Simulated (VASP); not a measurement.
A run of VASP 6.6.1 is set up as follows.

File INCAR:

```
SYSTEM = Li
  PREC = Accurate
  ENCUT = 520
  EDIFF = 1E-6
  ISMEAR = -1
  SIGMA = 0.16
  LREAL = Auto
  LASPH = .True.
  NELM = 100
  ALGO = Normal
  ISIF = 2
  LWAVE = .False.
  LCHARG = .False.
  GGA = PE
  NBANDS = 38
```

Contents of KPOINTS:

```
regular mesh
0
Gamma
  2 2 2
  0 0 0
```

The input POSCAR:

```
Li
1.0
    7.0944470000      0.0000000000      0.0000000000
    0.0000000000      7.0944470000      0.0000000000
    0.0000000000      0.0000000000      7.0944470000
Li
16
Direct
    0.0048065762     -0.1068018409      0.0104588843
    0.5751117740     -0.1157525033     -0.0300657683
   -0.0321660025      0.3109333257      0.0003241972
    0.0058637410     -0.1236037143      0.5602268929
    0.3362348045      0.3281016829      0.1757571802
    0.5919841250      0.5675283782     -0.0814157890
    0.3206592424     -0.0115019536      0.4339591232
    0.7145024834      0.0470226925      0.3576036300
   -0.0192826869      0.4728486942      0.5962691666
    0.1653405826      0.6340874771      0.1483977539
    0.2398213702      0.1178527375      0.8155392520
    0.3845260948      0.4447140137      0.5011243301
    0.8364993071      0.6784179232      0.3077618312
    0.6514390762      0.1761800462      0.6850005363
    0.2562849508      0.7205635619      0.7555204796
    0.6045714345      0.7133184588      0.5789034720
```

Potentials or basis: VASP PAW PBE potentials, release 64 (Li_sv).

Run with:

```console
$ cat potpaw_PBE.64/Li_sv/POTCAR > POTCAR
$ mpirun -np 1 vasp_std > vasp.out
```

Problem. Predict the largest force.

Solution. 1.110 eV/Å.

Problem. Estimate the band gap on the k mesh.

Solution. Zero (band 24 reaches 0.70 eV, above the bottom of band 25 at -0.07 eV).

Forces on the atoms (eV/Å):
```
Li  -0.569  0.409 -0.179
Li  -0.147  0.853  0.357
Li  -0.450  0.162  0.149
Li  -0.477  0.332  0.267
Li   0.376 -0.642 -0.403
Li   0.235 -1.066  0.198
Li   0.147 -0.108 -0.401
Li   0.114  0.378 -0.654
Li  -0.035 -0.374  0.107
Li   0.585  0.167  0.344
Li   0.411  0.283 -0.236
Li  -0.066 -0.162  0.325
Li  -0.403 -0.501 -0.589
Li   0.013  0.110  0.389
Li   0.144 -0.341  0.290
Li   0.123  0.500  0.036
```

Caveat: the k points lie up to 0.44 Å⁻¹ apart; forces of over 1 eV/Å act on the atoms, so gaps and moduli don't describe the material at rest.
